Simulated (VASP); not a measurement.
# Rb (I4/mmm) in VASP: single point with BLYP+D3(BJ)

Aim: the single point of Rb with BLYP+D3(BJ).

All numbers are computed with VASP 6.6.1; they aren't measurements. Logs are shortened: lines on timing, memory, paths and dates and some standing lists are left out, and cuts for length are marked.

**1. The cell of the first run**

It takes space group I4/mmm (No. 139, tetragonal). Conventional cell: a = 6.365 Å, b = 6.365 Å, c = 5.883 Å, α = 90.00°, β = 90.00°, γ = 90.00°.

**2. Single point, BLYP+D3(BJ) (119.19 Å³/atom)**

POSCAR reads:

```
Rb
1.0
   -3.1826514233      3.1826514233      2.9417138111
    3.1826514233     -3.1826514233      2.9417138111
    3.1826514233      3.1826514233     -2.9417138111
Rb
1
Direct
    0.0000000000      0.0000000000      0.0000000000
```

INCAR.step1 reads:

```
AGGAC    = 1.0          
AGGAX    = 1.0          
ALDAC    = 0.0          
ALDAX    = 1.0          
ALGO     = Fast           # electronic algorithm
EDIFF    = 1E-7           # SCF threshold, eV
ENCUT    = 520            # plane-wave cutoff, eV
GGA      = B5             # functional
ISIF     = 2              # what is computed and relaxed
ISMEAR   = -5             # smearing method
IVDW     = 12             # dispersion correction
LASPH    = True           # aspherical terms in the spheres
LCHARG   = True           # write CHGCAR
LREAL    = False          # projectors in reciprocal space
LWAVE    = False          # write WAVECAR
NBANDS   = 10             # bands
NELM     = 60             # most SCF steps
PREC     = Accurate       # precision mode
SIGMA    = 0.1            # smearing width, eV
VDW_A1   = 0.4298       
VDW_A2   = 4.2359       
VDW_S6   = 1.0          
VDW_S8   = 2.6996
```

KPOINTS.step1 reads:

```
k-points
0
Gamma
  7 7 7
```

INCAR.step2 reads:

```
AGGAC    = 1.0          
AGGAX    = 1.0          
ALDAC    = 0.0          
ALDAX    = 1.0          
ALGO     = Fast           # electronic algorithm
EDIFF    = 1E-7           # SCF threshold, eV
ENCUT    = 520            # plane-wave cutoff, eV
GGA      = B5             # functional
ICHARG   = 11             # starting density
ISIF     = 2              # what is computed and relaxed
ISMEAR   = -5             # smearing method
IVDW     = 12             # dispersion correction
LASPH    = True           # aspherical terms in the spheres
LCHARG   = False          # write CHGCAR
LORBIT   = 11             # projections on sites
LREAL    = False          # projectors in reciprocal space
LWAVE    = False          # write WAVECAR
NBANDS   = 10             # bands
NEDOS    = 2001           # points of the DOS
NELM     = 60             # most SCF steps
PREC     = Accurate       # precision mode
SIGMA    = 0.1            # smearing width, eV
VDW_A1   = 0.4298       
VDW_A2   = 4.2359       
VDW_S6   = 1.0          
VDW_S8   = 2.6996
```

KPOINTS.step2 reads:

```
k-points
0
Gamma
  11 11 11
```

Potentials or basis: VASP PAW PBE potentials, release 64 (Rb_sv).

The run is started by

```
$ cat potpaw_PBE.64/Rb_sv/POTCAR > POTCAR
$ cp INCAR.step1 INCAR
$ cp KPOINTS.step1 KPOINTS
$ mpirun -np 1 vasp_std > vasp.out
$ cp INCAR.step2 INCAR
$ cp KPOINTS.step2 KPOINTS
$ mpirun -np 1 vasp_std > vasp.out
```

OUTCAR:

```text
EDIFF = 1E-7
   ENCUT = 520
   GGA = B5
   ICHARG = 11
   ISIF = 2
   ISMEAR = -5
   IVDW = 12
   LASPH = True
   LORBIT = 11
   LREAL = False
   NELM = 60
   PREC = Accurate
 IVDW          = 12

 ion  position               nearest neighbor table
   1  0.000  0.000  0.000-

  LATTYP: Found a body centered tetragonal cell.
 ALAT       =     6.3653028466
 C/A-ratio  =     0.9242965754

  Lattice vectors:

 A1 = (  -3.1826514233,   3.1826514233,   2.9417138111)
 A2 = (   3.1826514233,  -3.1826514233,   2.9417138111)
 A3 = (   3.1826514233,   3.1826514233,  -2.9417138111)

Analysis of symmetry for initial positions (statically):
=====================================================================
 Subroutine PRICEL returns:
 Original cell was already a primitive cell.

 Routine SETGRP: Setting up the symmetry group for a
 body centered tetragonal supercell.

 Subroutine GETGRP returns: Found 16 space group operations
 (whereof 16 operations were pure point group operations)
 out of a pool of 16 trial point group operations.

The static configuration has the point symmetry D_4h.

Analysis of symmetry for dynamics (positions and initial velocities):
=====================================================================
 Subroutine PRICEL returns:
 Original cell was already a primitive cell.

 Routine SETGRP: Setting up the symmetry group for a
 body centered tetragonal supercell.

 Subroutine GETGRP returns: Found 16 space group operations
 (whereof 16 operations were pure point group operations)
 out of a pool of 16 trial point group operations.

The dynamic configuration has the point symmetry D_4h.

 Subroutine INISYM returns: Found 16 space group operations
 (whereof 16 operations are pure point group operations),
 and found     1 'primitive' translations

----------------------------------------------------------------------------------------

                                     Primitive cell

  volume of cell :     119.1897

  direct lattice vectors                    reciprocal lattice vectors
    -3.182651423  3.182651423  2.941713811     0.000000000  0.157101716  0.169968947
     3.182651423 -3.182651423  2.941713811     0.157101716  0.000000000  0.169968947
     3.182651423  3.182651423 -2.941713811     0.157101716  0.157101716  0.000000000

  length of vectors
     5.377008491  5.377008491  5.377008491     0.231452786  0.231452786  0.222175377

  position of ions in fractional coordinates (direct lattice)
     0.000000000  0.000000000  0.000000000

  ion indices of the primitive-cell ions
   primitive index   ion index
                 1           1

----------------------------------------------------------------------------------------

 KPOINTS: k-points

Automatic generation of k-mesh.
 Grid dimensions read from file:
 generate k-points for:   11   11   11

 Generating k-lattice:

  Cartesian coordinates                     Fractional coordinates (reciprocal lattice)
     0.000000000  0.014281974  0.015451722     0.090909091 -0.000000000  0.000000000
     0.014281974  0.000000000  0.015451722    -0.000000000  0.090909091  0.000000000
     0.014281974  0.014281974  0.000000000     0.000000000  0.000000000  0.090909091

  Length of vectors
     0.021041162  0.021041162  0.020197762

  Shift w.r.t. Gamma in fractional coordinates (k-lattice)
     0.000000000  0.000000000  0.000000000

 TETIRR: Found   3151 inequivalent tetrahedra from     7986

 Subroutine IBZKPT returns following result:
 ===========================================

 Found    126 irreducible k-points:

 Following reciprocal coordinates:
            Coordinates               Weight
  0.000000  0.000000  0.000000      1.000000
  0.090909  0.000000  0.000000      8.000000
  0.181818  0.000000  0.000000      8.000000
  0.272727  0.000000  0.000000      8.000000
  0.363636  0.000000  0.000000      8.000000
  0.454545  0.000000  0.000000      8.000000
[... 16 lines left out ...]
 -0.272727  0.181818 -0.000000     16.000000
 -0.181818  0.181818  0.000000      4.000000
 [... further k-points ...]
   k-points           NKPTS =    126   k-points in BZ     NKDIM =    126   number of bands    NBANDS=     10
   number of dos      NEDOS =   2001   number of ions     NIONS =      1
   total plane-waves  NPLWV =  64000
   dimension x,y,z NGX =    40 NGY =   40 NGZ =   40
   dimension x,y,z NGXF=    80 NGYF=   80 NGZF=   80
   ions per type =               1
   NGX,Y,Z   is equivalent  to a cutoff of  12.37, 12.37, 12.37 a.u.
   NGXF,Y,Z  is equivalent  to a cutoff of  24.73, 24.73, 24.73 a.u.
 SYSTEM =  unknown system
   PREC   = accura    normal or accurate (medium, high low for compatibility)
   ISTART =      0    job   : 0-new  1-cont  2-samecut
   ICHARG =     11    charge: 1-file 2-atom 10-const
   ISPIN  =      1    spin polarized calculation?
   LNONCOLLINEAR =      F non collinear calculations
   LSORBIT =      F    spin-orbit coupling
   LASPH  =      T    aspherical Exc in radial PAW
   ENCUT  =  520.0 eV  38.22 Ry    6.18 a.u.  10.00 10.00 10.00*2*pi/ulx,y,z
   NELM   =     60;   NELMIN=  2; NELMDL=  0     # of ELM steps
   EDIFF  = 0.1E-06   stopping-criterion for ELM
   LREAL  =      F    real-space projection
   EDIFFG = 0.1E-05   stopping-criterion for IOM
   NSW    =      0    number of steps for IOM
   IBRION =     -1    ionic relax: 0-MD 1-quasi-New 2-CG
   NFREE  =      0    steps in history (QN), initial steepest desc. (CG)
   ISIF   =      2    stress and relaxation
   ISYM   =      2    0-nonsym 1-usesym 2-fastsym
   POTIM  = 0.5000    time-step for ionic-motion
   TEBEG  =    0.0;   TEEND  =   0.0 temperature during run
   PSTRESS=    0.0 pullay stress
   NELECT =       9.0000    total number of electrons
   NUPDOWN=      -1.0000    fix difference up-down
   EMIN   =  10.00;   EMAX   =-10.00  energy-range for DOS
   EFERMI =   0.00;   METHOD = LEGACY
   ISMEAR =    -5;   SIGMA  =   0.10  broadening in eV -4-tet -1-fermi 0-gaus
   EFERMI_NEDOS =   21; number of points for ismear=-14 and -15
   IALGO  =     68    algorithm
   IMIX   =      4    mixing-type and parameters
     AMIX     =   0.40;   BMIX     =  1.00
     AMIX_MAG =   1.60;   BMIX_MAG =  1.00
  volume/ion in A,a.u.               =     119.19       804.33
  Fermi-wavevector in a.u.,A,eV,Ry     =   0.691952  1.307600  6.514442  0.478798
  Thomas-Fermi vector in A             =   1.773748
   LORBIT       =     11    0 simple, 1 ext, 2 COOP (PROOUT), +10 PAW based schemes
   GGA     = B5    functional components
   LHFCALC =     F    Hartree Fock is set to
   AEXX    =    0.0000 exact exchange contribution
   IVDW    =    12    specifies the selected vdW correction
   LEPSILON=     F    determine dielectric tensor
   LRPA    =     F    only Hartree local field effects (RPA)
 non-spin polarized calculation
 RMM-DIIS sequential band-by-band and
 Fermi weights with tetrahedron method with Bloechl corrections
  energy-cutoff  :      520.00
  volume of cell :      119.19
 maximum number of plane-waves:      3229

 number of electron       9.0000000 magnetization

 Free energy of the ion-electron system (eV)
  ---------------------------------------------------
  ext. energy  EPLUGINS =         0.00000000
  ---------------------------------------------------
  free energy    TOTEN  =        -0.57262241 eV

  energy without entropy =       -0.57262241  energy(sigma->0) =       -0.57262241

 E-fermi :  -0.0812     XC(G=0):  -4.4486

 val. band max:       -0.0764291288   @ k =  -0.4545   0.4545   0.0909
 cond. band min:      -0.0395904062   @ k =  -0.2727  -0.2727   0.0909
 fundamental gap:      0.0368387226
 Fermi energy:        -0.0812288383

 k-point     1 :       0.0000    0.0000    0.0000
  band No.  band energies     occupation
      1     -29.2575      2.00000
      2     -13.3694      2.00000
      3     -13.3694      2.00000
      4     -13.3653      2.00000
      5      -1.7361      2.00000
      6       2.8965      0.00000
      7       3.2195      0.00000
      8       3.2195      0.00000
      9       3.6704      0.00000
     10       4.1175      0.00000

 k-point     2 :       0.0909    0.0000    0.0000
  band No.  band energies     occupation
      1     -29.2574      2.00000
      2     -13.3712      2.00000
      3     -13.3705      2.00000
      4     -13.3665      2.00000
      5      -1.6559      2.00000
      6       2.8687      0.00000
      7       3.0989      0.00000
      8       3.2026      0.00000
      9       3.6463      0.00000
     10       3.9968      0.00000

 k-point     3 :       0.1818    0.0000    0.0000
  band No.  band energies     occupation
      1     -29.2572      2.00000
      2     -13.3782      2.00000
      3     -13.3733      2.00000
      4     -13.3675      2.00000
      5      -1.4192      2.00000
      6       2.6740      0.00000
      7       2.7009      0.00000
      8       3.3157      0.00000
      9       3.6920      0.00000
     10       3.8776      0.00000

 k-point     4 :       0.2727    0.0000    0.0000
  band No.  band energies     occupation
      1     -29.2569      2.00000
      2     -13.3880      2.00000
      3     -13.3770      2.00000
      4     -13.3680      2.00000
      5      -1.0387      2.00000
      6       2.0962      0.00000
      7       2.4758      0.00000
      8       3.5887      0.00000
      9       3.7904      0.00000
     10       3.8326      0.00000
[... 222 lines left out ...]
 k-point    22 :      -0.3636    0.1818    0.0000
  band No.  band energies     occupation
      1     -29.2568      2.00000
      2     -13.3919      2.00000
      3     -13.3759      2.00000
      4     -13.3701      2.00000
      5      -0.8646      2.00483
      6       1.9251      0.00000
      7       2.3178      0.00000
      8       3.4825      0.00000
      9       3.6251      0.00000
     10       4.1478      0.00000

 k-point    23 :      -0.2727    0.1818   -0.0000
  band No.  band energies     occupation
      1     -29.2570      2.00000
      2     -13.3857      2.00000
      3     -13.3711      2.00000
      4     -13.3694      2.00000
      5      -1.2270      2.00000
      6       2.1821      0.00000
      7       2.7427      0.00000
      8       3.4259      0.00000
      9       3.6295      0.00000
     10       4.0729      0.00000

 k-point    24 :      -0.1818    0.1818    0.0000
  band No.  band energies     occupation
      1     -29.2572      2.00000
      2     -13.3800      2.00000
      3     -13.3690      2.00000
      4     -13.3686      2.00000
      5      -1.4455      2.00000
      6       2.4396      0.00000
      7       2.9679      0.00000
      8       3.4682      0.00000
      9       3.4803      0.00000
     10       4.0146      0.00000

 [... further k-points ...]

------------------------ aborting loop because EDIFF is reached ----------------------------------------

 Edisp (eV)   -0.19728

 E8    (eV) :    -0.1633

  FORCE on cell =-STRESS in cart. coord.  units (eV):
  Direction    XX          YY          ZZ          XY          YZ          ZX
  --------------------------------------------------------------------------------------
  -------------------------------------------------------------------------------------
  Total      -0.47520    -0.47520    -0.49181     0.00000     0.00000     0.00000
  in kB      -6.38770    -6.38770    -6.61108     0.00000     0.00000     0.00000
  external pressure =       -6.46 kB  Pullay stress =        0.00 kB

 VOLUME and BASIS-vectors are now :
 -----------------------------------------------------------------------------
  energy-cutoff  :      520.00
  volume of cell :      119.19
      direct lattice vectors                 reciprocal lattice vectors
    -3.182651423  3.182651423  2.941713811     0.000000000  0.157101716  0.169968947
     3.182651423 -3.182651423  2.941713811     0.157101716  0.000000000  0.169968947
     3.182651423  3.182651423 -2.941713811     0.157101716  0.157101716  0.000000000

 POSITION                                       TOTAL-FORCE (eV/Angst)
 -----------------------------------------------------------------------------------
      0.00000      0.00000      0.00000         0.000000      0.000000     -0.000000
 -----------------------------------------------------------------------------------
    total drift:                                0.000000     -0.000000     -0.000000

  FREE ENERGIE OF THE ION-ELECTRON SYSTEM (eV)
  ---------------------------------------------------
  free  energy   TOTEN  =        -0.7699040640 eV

  energy  without entropy=       -0.7699040640  energy(sigma->0) =       -0.76990406

 total charge

# of ion       s       p       d       tot
------------------------------------------
    1        1.965   5.350   0.003   7.318
```

Wall time 3 min (1 thread of Intel Xeon Platinum 8259CL at 2.50GHz (Skylake/Cascade Lake), shared host); peak memory 0.33 GiB.

Results:

| Property | Result |
| --- | --- |
| Valence electrons inside the program's atomic spheres | Rb 7.32 |
| Dispersion energy per atom | -0.197 eV |

Caveat: three body term missing; the PAW data sets were made with another functional, which shifts forces and pressure a little; tetrahedron occupations give inexact forces and stress in metals.
